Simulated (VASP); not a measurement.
**FeNi (Tetrataenite): single point with PBEsol**

The system is FeNi (Tetrataenite).

```
Fe Ni
1.0
     2.53300    0.00000    0.00000
     0.00000    2.53300    0.00000
     0.00000    0.00000    3.58200
Fe Ni
1 1
Direct
  0.00000 0.00000 0.00000
  0.50000 0.50000 0.50000
```

```json
{
  "Program": "VASP 6.6.1",
  "Task": "single point",
  "Functional": "PBEsol",
  "Potentials or basis": "VASP PAW PBE potentials, release 64 (Fe, Ni)",
  "Cutoff": "520 eV",
  "k mesh": "11 × 11 × 8",
  "Occupations": "gaussian, width 0.1 eV",
  "Spin": "collinear spin, ferromagnetic start",
  "Starting moments": "[3.68, 1.42] μB",
  "Fixed moment": "4.8 μB",
  "Dipole correction": "no",
  "Further INCAR settings": "ALGO = Normal; EDIFF = 1e-06; NBANDS = 20"
}
```

The pressure is 5.9 GPa, the net moment is 4.80 μB per cell and the site moments are Fe +3.38; Ni +1.26 μB. The valence electrons inside the program's atomic spheres are Fe 7.09; Ni 9.32.

Stress tensor (GPa, compression positive):
```
 8.97  0.00  0.00
 0.00  8.97  0.00
 0.00  0.00 -0.11
```

Wall time 51 s on 1 thread of AMD EPYC 9R45 96-Core Processor (Zen 5), with other jobs on the host, peak memory 0.17 GiB.

Caveat: the PAW data sets were made with another functional, which shifts forces and pressure a little; the total moment is fixed, so each spin has its own Fermi level.
